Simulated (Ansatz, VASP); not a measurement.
## Two plane-wave programs on Mo

```
Mo
1.0
    -1.58933    1.58933    1.58933
     1.58933   -1.58933    1.58933
     1.58933    1.58933   -1.58933
Mo
1
Cartesian
  0.0000 0.0000 0.0000
```

Alike in both runs: task single point; functional PBE; k mesh 15 × 15 × 15; occupations fermi-dirac, width 0.0238 eV; non-collinear spin, spin-orbit coupling.

|  | VASP | Ansatz |
| --- | --- | --- |
| version | VASP 6.6.1 | Ansatz 0.2.0 |
| potentials or method | VASP PAW PBE potentials, release 64 (Mo_sv), cutoff 520 eV | PAW plane waves |
| valence electrons in the cell | 14 | 14 |

|  | VASP | Ansatz | Ansatz less VASP |
| --- | --- | --- | --- |
| pressure (GPa) | -3.5 | -4.0 | -0.52 |
| net moment per atom (μB) | 0.00 | 0.00 | -0.001 |

The functional is the same, so the differences come from potentials, cutoffs and numerics. Ansatz's warnings: seeded moment not kept, stress scf threshold loose.
